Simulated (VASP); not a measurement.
The system is SrCl2.

```
Sr Cl
1.0
     0.05219    3.51493    3.51493
     3.51493    0.05219    3.51493
     3.51493    3.51493    0.05219
Sr Cl
1 2
Direct
  0.00000 0.00000 0.00000
  0.24874 0.24874 0.24874
  0.75126 0.75126 0.75126
```

This cell differs from its parent crystal: epitaxial 111 strain -1.0%.

Base run:

```yaml
Program: VASP 6.6.1
Functional: PBE
Potentials_or_basis: VASP PAW PBE potentials, release 64 (Sr_sv, Cl)
Cutoff: 520 eV
k_mesh: 6 × 6 × 6
Occupations: fermi-dirac, width 0.02 eV
Spin: no spin polarisation
```

Its results: band gap on the k mesh 5.34 eV (least direct gap 5.51 eV); pressure 1.1 GPa; largest force 0.004 eV/Å.

The run is repeated on the same cell with these changes: functional from PBE to r2SCAN; occupations from fermi-dirac, width 0.02 eV to gaussian, width 0.01 eV. What comes out?

Band gap on the k mesh 5.97 eV (least direct gap 5.99 eV); pressure 0.3 GPa; largest force 0.004 eV/Å.

Caveats: the structure was generated, so it needn't be the stable form of SrCl2; the PAW data sets were made with another functional, which shifts forces and pressure a little (at least some runs).

A k mesh can miss the band edges.
